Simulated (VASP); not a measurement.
# Si2Ni (Fm-3m) in VASP: further runs, part 2 of 2

VASP 6.6.1. The steps go on from the part before.

### Step 3. Single point, PBE

This run uses another cell than the first one, of 13.47 Å³/atom.

File INCAR:

```
ALGO = Normal
EDIFF = 1E-7
ENCUT = 520
GGA = PE
ISIF = 2
ISMEAR = -1
LASPH = True
LCHARG = False
LREAL = False
LWAVE = False
NBANDS = 16
NELM = 100
PREC = Accurate
SIGMA = 0.15
```

File KPOINTS:

```
k-points
0
Gamma
  16 16 16
```

File POSCAR:

```
Si2Ni
1.0
    0.0000000000      2.7234320847      2.7234320847
    2.7234320847      0.0000000000      2.7234320847
    2.7234320847      2.7234320847      0.0000000000
Si Ni
2 1
Direct
    0.2500000000      0.2500000000      0.2500000000
    0.7500000000      0.7500000000      0.7500000000
    0.0000000000      0.0000000000      0.0000000000
```

Potentials or basis: VASP PAW PBE potentials, release 64 (Si, Ni).

Command:

```
$ cat potpaw_PBE.64/Si/POTCAR potpaw_PBE.64/Ni/POTCAR > POTCAR
$ mpirun -np 1 vasp_std > vasp.out
```

OUTCAR:

```text
EDIFF = 1E-7
   ENCUT = 520
   GGA = PE
   ISIF = 2
   ISMEAR = -1
   LASPH = True
   LREAL = False
   NELM = 100
   PREC = Accurate

 ion  position               nearest neighbor table
   1  0.250  0.250  0.250-   3 2.36   3 2.36   3 2.36   3 2.36   2 2.72   2 2.72   2 2.72   2 2.72
                             2 2.72   2 2.72
   2  0.750  0.750  0.750-   3 2.36   3 2.36   3 2.36   3 2.36   1 2.72   1 2.72   1 2.72   1 2.72
                             1 2.72   1 2.72
   3  0.000  0.000  0.000-   2 2.36   2 2.36   2 2.36   1 2.36   2 2.36   1 2.36   1 2.36   1 2.36

  LATTYP: Found a face centered cubic cell.
 ALAT       =     5.4468641694

  Lattice vectors:

 A1 = (   0.0000000000,   2.7234320847,   2.7234320847)
 A2 = (   2.7234320847,   0.0000000000,   2.7234320847)
 A3 = (   2.7234320847,   2.7234320847,   0.0000000000)

Analysis of symmetry for initial positions (statically):
=====================================================================
 Subroutine PRICEL returns:
 Original cell was already a primitive cell.

 Routine SETGRP: Setting up the symmetry group for a
 face centered cubic supercell.

 Subroutine GETGRP returns: Found 48 space group operations
 (whereof 48 operations were pure point group operations)
 out of a pool of 48 trial point group operations.

The static configuration has the point symmetry O_h .

Analysis of symmetry for dynamics (positions and initial velocities):
=====================================================================
 Subroutine PRICEL returns:
 Original cell was already a primitive cell.

 Routine SETGRP: Setting up the symmetry group for a
 face centered cubic supercell.

 Subroutine GETGRP returns: Found 48 space group operations
 (whereof 48 operations were pure point group operations)
 out of a pool of 48 trial point group operations.

The dynamic configuration has the point symmetry O_h .

 Subroutine INISYM returns: Found 48 space group operations
 (whereof 48 operations are pure point group operations),
 and found     1 'primitive' translations

----------------------------------------------------------------------------------------

                                     Primitive cell

  volume of cell :      40.3998

  direct lattice vectors                    reciprocal lattice vectors
     0.000000000  2.723432085  2.723432085    -0.183591874  0.183591874  0.183591874
     2.723432085  0.000000000  2.723432085     0.183591874 -0.183591874  0.183591874
     2.723432085  2.723432085  0.000000000     0.183591874  0.183591874 -0.183591874

  length of vectors
     3.851514590  3.851514590  3.851514590     0.317990454  0.317990454  0.317990454

  position of ions in fractional coordinates (direct lattice)
     0.250000000  0.250000000  0.250000000
     0.750000000  0.750000000  0.750000000
     0.000000000  0.000000000  0.000000000

  ion indices of the primitive-cell ions
   primitive index   ion index
                 1           1
                 2           2
                 3           3

----------------------------------------------------------------------------------------

 KPOINTS: k-points

Automatic generation of k-mesh.
 Grid dimensions read from file:
 generate k-points for:   16   16   16

 Generating k-lattice:

  Cartesian coordinates                     Fractional coordinates (reciprocal lattice)
    -0.011474492  0.011474492  0.011474492     0.062500000  0.000000000  0.000000000
     0.011474492 -0.011474492  0.011474492     0.000000000  0.062500000  0.000000000
     0.011474492  0.011474492 -0.011474492     0.000000000  0.000000000  0.062500000

  Length of vectors
     0.019874403  0.019874403  0.019874403

  Shift w.r.t. Gamma in fractional coordinates (k-lattice)
     0.000000000  0.000000000  0.000000000

 Subroutine IBZKPT returns following result:
 ===========================================

 Found    145 irreducible k-points:

 Following reciprocal coordinates:
            Coordinates               Weight
  0.000000  0.000000  0.000000      1.000000
  0.062500  0.000000  0.000000      8.000000
  0.125000  0.000000  0.000000      8.000000
  0.187500  0.000000  0.000000      8.000000
  0.250000  0.000000  0.000000      8.000000
  0.312500  0.000000  0.000000      8.000000
[... 16 lines left out ...]
 -0.125000  0.062500  0.000000     24.000000
 -0.062500  0.062500  0.000000     12.000000
 [... further k-points ...]
   k-points           NKPTS =    145   k-points in BZ     NKDIM =    145   number of bands    NBANDS=     16
   number of dos      NEDOS =    301   number of ions     NIONS =      3
   total plane-waves  NPLWV =  27000
   dimension x,y,z NGX =    30 NGY =   30 NGZ =   30
   dimension x,y,z NGXF=    60 NGYF=   60 NGZF=   60
   ions per type =               2   1
   NGX,Y,Z   is equivalent  to a cutoff of  12.95, 12.95, 12.95 a.u.
   NGXF,Y,Z  is equivalent  to a cutoff of  25.90, 25.90, 25.90 a.u.
 SYSTEM =  unknown system
   PREC   = accura    normal or accurate (medium, high low for compatibility)
   ISTART =      0    job   : 0-new  1-cont  2-samecut
   ICHARG =      2    charge: 1-file 2-atom 10-const
   ISPIN  =      1    spin polarized calculation?
   LNONCOLLINEAR =      F non collinear calculations
   LSORBIT =      F    spin-orbit coupling
   LASPH  =      T    aspherical Exc in radial PAW
   ENCUT  =  520.0 eV  38.22 Ry    6.18 a.u.   7.16  7.16  7.16*2*pi/ulx,y,z
   NELM   =    100;   NELMIN=  2; NELMDL= -5     # of ELM steps
   EDIFF  = 0.1E-06   stopping-criterion for ELM
   LREAL  =      F    real-space projection
   EDIFFG = 0.1E-05   stopping-criterion for IOM
   NSW    =      0    number of steps for IOM
   IBRION =     -1    ionic relax: 0-MD 1-quasi-New 2-CG
   NFREE  =      0    steps in history (QN), initial steepest desc. (CG)
   ISIF   =      2    stress and relaxation
   ISYM   =      2    0-nonsym 1-usesym 2-fastsym
   POTIM  = 0.5000    time-step for ionic-motion
   TEBEG  =    0.0;   TEEND  =   0.0 temperature during run
   PSTRESS=    0.0 pullay stress
   NELECT =      18.0000    total number of electrons
   NUPDOWN=      -1.0000    fix difference up-down
   EMIN   =  10.00;   EMAX   =-10.00  energy-range for DOS
   EFERMI =   0.00;   METHOD = LEGACY
   ISMEAR =    -1;   SIGMA  =   0.15  broadening in eV -4-tet -1-fermi 0-gaus
   EFERMI_NEDOS =   21; number of points for ismear=-14 and -15
   IALGO  =     38    algorithm
   IMIX   =      4    mixing-type and parameters
     AMIX     =   0.40;   BMIX     =  1.00
     AMIX_MAG =   1.60;   BMIX_MAG =  1.00
  volume/ion in A,a.u.               =      13.47        90.88
  Fermi-wavevector in a.u.,A,eV,Ry     =   1.250372  2.362860 21.271746  1.563429
  Thomas-Fermi vector in A             =   2.384369
   LORBIT       =      0    0 simple, 1 ext, 2 COOP (PROOUT), +10 PAW based schemes
   GGA     = PE    functional components
   LHFCALC =     F    Hartree Fock is set to
   AEXX    =    0.0000 exact exchange contribution
   IVDW    =     0    specifies the selected vdW correction
   LEPSILON=     F    determine dielectric tensor
   LRPA    =     F    only Hartree local field effects (RPA)
 non-spin polarized calculation
  energy-cutoff  :      520.00
  volume of cell :       40.40
 maximum number of plane-waves:      1106
 NGX is ok and might be reduce to    30
   NGX = 15   NGY = 15   NGZ = 15

 number of electron      17.9999991 magnetization

 Free energy of the ion-electron system (eV)
  ---------------------------------------------------
  ext. energy  EPLUGINS =         0.00000000
  ---------------------------------------------------
  free energy    TOTEN  =       -17.40202393 eV

  energy without entropy =      -17.33611991  energy(sigma->0) =      -17.36907192

 E-fermi :  10.0731     XC(G=0): -11.4839

 val. band max:       10.0711260164   @ k =   0.5000   0.3750   0.0625
 cond. band min:      10.0878741637   @ k =   0.3125   0.1250   0.0625
 fundamental gap:      0.0167481473
 Fermi energy:        10.0731241093

 k-point     1 :       0.0000    0.0000    0.0000
  band No.  band energies     occupation
      1      -3.5170      2.00000
      2       5.0625      2.00000
      3       5.0625      2.00000
      4       5.0625      2.00000
      5       6.7292      2.00000
      6       6.7292      2.00000
[... 8 lines left out ...]
     15      14.7996      0.00000
     16      14.7996      0.00000
[... 419 lines left out ...]
 k-point    24 :      -0.0625    0.0625    0.0000
  band No.  band energies     occupation
      1      -3.3652      2.00000
      2       4.7639      2.00000
      3       5.0703      2.00000
      4       5.1295      2.00000
      5       6.6716      2.00000
      6       6.7300      2.00000
[... 8 lines left out ...]
     15      14.2651      0.00000
     16      15.0242      0.00000

 [... further k-points ...]
[... 5 lines left out ...]
  --------------------------------------------------------------------------------------
  -------------------------------------------------------------------------------------
  Total       -0.0039781     -0.0039781     -0.0039781     -0.0000000      0.0000000     -0.0000000
  in kB       -0.1577643     -0.1577643     -0.1577643     -0.0000000      0.0000000     -0.0000000
  external PRESSURE =      -0.1577643 kB  Pullay stress =       0.0000000 kB

 VOLUME and BASIS-vectors are now :
 -----------------------------------------------------------------------------
  energy-cutoff  :      520.00
  volume of cell :       40.40
      direct lattice vectors                 reciprocal lattice vectors
     0.000000000  2.723432085  2.723432085    -0.183591874  0.183591874  0.183591874
     2.723432085  0.000000000  2.723432085     0.183591874 -0.183591874  0.183591874
     2.723432085  2.723432085  0.000000000     0.183591874  0.183591874 -0.183591874

 POSITION                                       TOTAL-FORCE (eV/Angst)
 -----------------------------------------------------------------------------------
      1.36172      1.36172      1.36172        -0.000000     -0.000000     -0.000000
      4.08515      4.08515      4.08515         0.000000     -0.000000      0.000000
      0.00000      0.00000      0.00000         0.000000      0.000000     -0.000000
 -----------------------------------------------------------------------------------
    total drift:                                0.000000     -0.000000     -0.000000

  FREE ENERGIE OF THE ION-ELECTRON SYSTEM (eV)
  ---------------------------------------------------
  free  energy   TOTEN  =       -17.4020239313 eV

  energy  without entropy=      -17.3361199131  energy(sigma->0) =      -17.36907192
```

OSZICAR:

```text
N       E                     dE             d eps       ncg     rms          rms(c)
DAV:   1     0.642417616535E+02    0.64242E+02   -0.78038E+03  4680   0.114E+03
DAV:   2    -0.160181557608E+02   -0.80260E+02   -0.73511E+02  5104   0.213E+02
DAV:   3    -0.193484266698E+02   -0.33303E+01   -0.32671E+01  6120   0.473E+01
DAV:   4    -0.194000802447E+02   -0.51654E-01   -0.51629E-01  5432   0.563E+00
DAV:   5    -0.194014037532E+02   -0.13235E-02   -0.13235E-02  6144   0.949E-01    0.162E+01
DAV:   6    -0.243373719479E+02   -0.49360E+01   -0.41069E+01  4800   0.149E+02    0.254E+01
DAV:   7    -0.175492105626E+02    0.67882E+01   -0.12354E+01  5808   0.922E+01    0.380E+00
DAV:   8    -0.174427326605E+02    0.10648E+00   -0.16617E+00  6264   0.206E+01    0.261E+00
DAV:   9    -0.174039395700E+02    0.38793E-01   -0.25692E-01  5552   0.888E+00    0.670E-01
DAV:  10    -0.174019580933E+02    0.19815E-02   -0.85581E-03  6696   0.169E+00    0.322E-01
DAV:  11    -0.174019926551E+02   -0.34562E-04   -0.11199E-03  5848   0.364E-01    0.413E-02
DAV:  12    -0.174020217883E+02   -0.29133E-04   -0.50845E-05  6064   0.490E-02    0.257E-02
DAV:  13    -0.174020234704E+02   -0.16822E-05   -0.21891E-05  5224   0.816E-02    0.739E-03
DAV:  14    -0.174020238748E+02   -0.40435E-06   -0.13103E-06  5864   0.874E-03    0.398E-03
DAV:  15    -0.174020239313E+02   -0.56537E-07   -0.26360E-07  5456   0.122E-02
   1 F= -.17402024E+02 E0= -.17369072E+02  d E =-.659040E-01
```

stdout:

```text
POSCAR found type information on POSCAR SiNi
 POSCAR found :  2 types and       3 ions
 scaLAPACK will be used
 LDA part: xc-table for (Slater+PW92), standard interpolation
 POSCAR, INCAR and KPOINTS ok, starting setup
 FFT: planning ... GRIDC
 FFT: planning ... GRID_SOFT
 FFT: planning ... GRID
 WAVECAR not read
 entering main loop
```

Run time: 45 s. Hardware: 1 thread of Intel Xeon 6975P-C (Granite Rapids), shared host; peak memory 0.23 GiB.

What came out:

```yaml
Free_energy: -17.4020 eV
Pressure: 0.0 GPa
Band_gap_on_the_k_mesh: zero (bands 9 and 10 overlap by 2.14 eV)
```

Spin polarisation is off, so any magnetic state and its effect on volume and gap are missing.

### Step 4. Relaxation of cell and atoms, PBE

This run uses another cell than the first one, of 13.47 Å³/atom.

File INCAR:

```
SYSTEM = Si2Ni
PREC     = Accurate       ! precision mode
ENCUT    = 600            ! plane-wave cutoff, eV
EDIFF    = 1E-7           ! SCF threshold, eV
ISMEAR   = -1             ! smearing method
SIGMA    = 0.15           ! smearing width, eV
LREAL    = .FALSE.        ! projectors in reciprocal space
LASPH    = .TRUE.         ! aspherical terms in the spheres
NELM     = 60             ! most SCF steps
ALGO     = Normal         ! electronic algorithm
ISIF     = 3              ! what is computed and relaxed
LWAVE    = .FALSE.        ! write WAVECAR
LCHARG   = .FALSE.        ! write CHGCAR
GGA      = PE             ! functional
IBRION   = 2              ! ionic algorithm
NSW      = 80             ! ionic steps
EDIFFG   = -0.001         ! ionic threshold
```

File KPOINTS:

```
regular mesh
0
G
  16 16 16
  0 0 0
```

POSCAR is that of step 3.

Potentials or basis: VASP PAW PBE potentials, release 64 (Si, Ni).

Command:

```
$ cat potpaw_PBE.64/Si/POTCAR potpaw_PBE.64/Ni/POTCAR > POTCAR
$ mpirun -np 1 vasp_std > vasp.out
```

OUTCAR:

```text
SYSTEM = Si2Ni
   PREC = Accurate
   ENCUT = 600
   EDIFF = 1E-7
   ISMEAR = -1
   LREAL = .FALSE.
   LASPH = .TRUE.
   NELM = 60
   ISIF = 3
   GGA = PE
   IBRION = 2
   NSW = 80
   EDIFFG = -0.001

 ion  position               nearest neighbor table
   1  0.250  0.250  0.250-   3 2.36   3 2.36   3 2.36   3 2.36   2 2.72   2 2.72   2 2.72   2 2.72
                             2 2.72   2 2.72
   2  0.750  0.750  0.750-   3 2.36   3 2.36   3 2.36   3 2.36   1 2.72   1 2.72   1 2.72   1 2.72
                             1 2.72   1 2.72
   3  0.000  0.000  0.000-   2 2.36   2 2.36   2 2.36   1 2.36   2 2.36   1 2.36   1 2.36   1 2.36

  LATTYP: Found a face centered cubic cell.
 ALAT       =     5.4468641694

  Lattice vectors:

 A1 = (   0.0000000000,   2.7234320847,   2.7234320847)
 A2 = (   2.7234320847,   0.0000000000,   2.7234320847)
 A3 = (   2.7234320847,   2.7234320847,   0.0000000000)

[... 376 lines left out ...]
 Fermi energy:        10.0735556072

 k-point     1 :       0.0000    0.0000    0.0000
  band No.  band energies     occupation
      1      -3.5168      2.00000
      2       5.0626      2.00000
      3       5.0626      2.00000
      4       5.0626      2.00000
      5       6.7293      2.00000
      6       6.7293      2.00000
      7       9.6471      1.88990
      8      11.7893      0.00002
      9      11.7893      0.00002
     10      11.7893      0.00002
     11      12.4424      0.00000
     12      12.4424      0.00000
     13      12.4424      0.00000
[... 354 lines left out ...]
  band No.  band energies     occupation
      1      -3.3650      2.00000
      2       4.7640      2.00000
      3       5.0704      2.00000
      4       5.1296      2.00000
      5       6.6717      2.00000
      6       6.7300      2.00000
      7       9.5191      1.95157
      8      10.4098      0.19217
      9      11.0269      0.00347
     10      11.8395      0.00002
     11      12.2681      0.00000
     12      13.4054      0.00000
     13      13.9463      0.00000

 [... further k-points ...]
[... 5 lines left out ...]
  --------------------------------------------------------------------------------------
  -------------------------------------------------------------------------------------
  Total       -0.0012805     -0.0012805     -0.0012805     -0.0000000     -0.0000000      0.0000000
  in kB       -0.0507840     -0.0507840     -0.0507840     -0.0000000     -0.0000000      0.0000000
  external PRESSURE =      -0.0507840 kB  Pullay stress =       0.0000000 kB
[... 18 lines left out ...]
  FREE ENERGIE OF THE ION-ELECTRON SYSTEM (eV)
  ---------------------------------------------------
  free  energy   TOTEN  =       -17.4018645985 eV

  energy  without entropy=      -17.3359639641  energy(sigma->0) =      -17.36891428

 reached required accuracy - stopping structural energy minimisation
```

CONTCAR:

```text
Si2Ni
   1.00000000000000
     0.0000000000000000    2.7233975379530584    2.7233975379530584
     2.7233975379530584    0.0000000000000000    2.7233975379530584
     2.7233975379530584    2.7233975379530584    0.0000000000000000
  Si              Ni
     2     1
Direct
     0.2500000000000000    0.2500000000000000    0.2500000000000000
     0.7500000000000000    0.7500000000000000    0.7500000000000000
     0.0000000000000000    0.0000000000000000    0.0000000000000000

  0.00000000E+00  0.00000000E+00  0.00000000E+00
  0.00000000E+00  0.00000000E+00  0.00000000E+00
  0.00000000E+00  0.00000000E+00  0.00000000E+00
```

Run time: 83 s. Hardware: 1 thread of Intel Xeon 6975P-C (Granite Rapids), shared host; peak memory 0.25 GiB.

Results:

```yaml
Free_energy: -17.4019 eV
Energy_gained_by_relaxing: 0.0 meV/atom
Ionic_steps: 6
Pressure_after_relaxing: 0.0 GPa
Band_gap_on_the_k_mesh: zero (bands 9 and 10 overlap by 2.14 eV)
```

Final structure:
```
Si Ni
1.0
     0.00000    2.72340    2.72340
     2.72340    0.00000    2.72340
     2.72340    2.72340    0.00000
Si Ni
2 1
Direct
  0.25000 0.25000 0.25000
  0.75000 0.75000 0.75000
  0.00000 0.00000 0.00000
```

Spin polarisation is off, so any magnetic state and its effect on volume and gap are missing.

### Step 5. The runs side by side

```csv
task,cell,k mesh,cutoff (eV),smearing,gap on the mesh (eV),pressure (GPa)
single point,"a = 3.823 Å, angles 60.0°, 3 atoms",6 × 6 × 6,520,gaussian 0.1 eV,none,3.7
single point,"a = 3.852 Å, angles 60.0°, 3 atoms",16 × 16 × 16,520,fermi-dirac 0.15 eV,none,0.0
relaxation of cell and atoms,"relaxed from a = 3.852 Å, angles 60.0°, 3 atoms",16 × 16 × 16,600,fermi-dirac 0.15 eV,none,0.0
```

Alike in all rows: level PBE; potentials or basis VASP PAW PBE potentials, release 64 (Si, Ni); no spin polarisation.

Caveats: the cell stands under pressure (at least some runs).

Total energies depend on the potentials used, so only differences within one code and one set of settings carry meaning.
